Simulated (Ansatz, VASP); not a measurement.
C: VASP beside Ansatz

INCAR

```
SYSTEM = C
  PREC = Accurate
  ENCUT = 520
  EDIFF = 1E-7
  ISMEAR = 0
  SIGMA = 0.15
  LREAL = .False.
  LASPH = .True.
  NELM = 60
  ALGO = Normal
  ISIF = 2
  LWAVE = .False.
  LCHARG = .True.
  GGA = PE
  LELF = .True.
  LVHAR = .True.
  NBANDS = 16
```

The input KPOINTS:

```
Automatic mesh
0
Gamma
  18 18 6
  0 0 0
```

POSCAR

```
C
1.0
    1.2332770792     -2.1360444277      0.0000000000
    1.2332770792      2.1360444277      0.0000000000
    0.0000000000      0.0000000000      8.7070252276
C
4
Direct
    0.1433036597      0.8566963403      0.7699217239
    0.5233623342      0.4766376658      0.2300779570
    0.8566963403      0.1433036597      0.2300782761
    0.4766376658      0.5233623342      0.7699220430
```

Input for Ansatz:

```yaml
crystal:
  lattice:
    - [1.2332770792, -2.1360444277, 0.0]
    - [1.2332770792, 2.1360444277, 0.0]
    - [0.0, 0.0, 8.7070252276]
  atoms:
    - { symbol: C, position: [0.1433036597, 0.8566963403, 0.7699217239] }
    - { symbol: C, position: [0.5233623342, 0.4766376658, 0.230077957] }
    - { symbol: C, position: [0.8566963403, 0.1433036597, 0.2300782761] }
    - { symbol: C, position: [0.4766376658, 0.5233623342, 0.769922043] }
basis:
  ecutwfc: 520.0
kpoints:
  mp_grid: { grid: [18, 18, 6] }
hamiltonian:
  xc: pbe
  pseudopotentials: { kind: paw, azcp: { folder: soft_1 } }
scf:
  occupations: { method: gaussian, width: 0.15 }
output:
  forces: true
  stress: true
  eigenvalues: true
```

Change from the starting cell: mode 1 frozen in at -0.256 Å and mode 6 at +0.171 Å (largest displacements).

Alike in both runs: task single point; functional PBE; k mesh 18 × 18 × 6; occupations gaussian, width 0.15 eV; no spin polarisation.

|  | VASP | Ansatz |
| --- | --- | --- |
| version | VASP 6.6.1 | Ansatz 0.2.0 |
| potentials or method | VASP PAW PBE potentials, release 64 (C), cutoff 520 eV | scalar-relativistic, plane waves, PAW |
| valence electrons in the cell | 16 | 16 |

```tsv
	VASP	Ansatz	Ansatz less VASP
gap on the k mesh at the Fermi level (eV)	0.02	0.02	0.000
least direct gap on the mesh (eV)	0.02	0.02	0.000
pressure (GPa)	0.4	0.0	-0.34
traceless stress, the component that is largest in VASP (GPa)	-0.34	0.07	+0.413
rms of the force components (eV/Å)	0.003	0.003	0.0000
```

Atom by atom the forces differ by 0.000 eV/Å (rms over components).
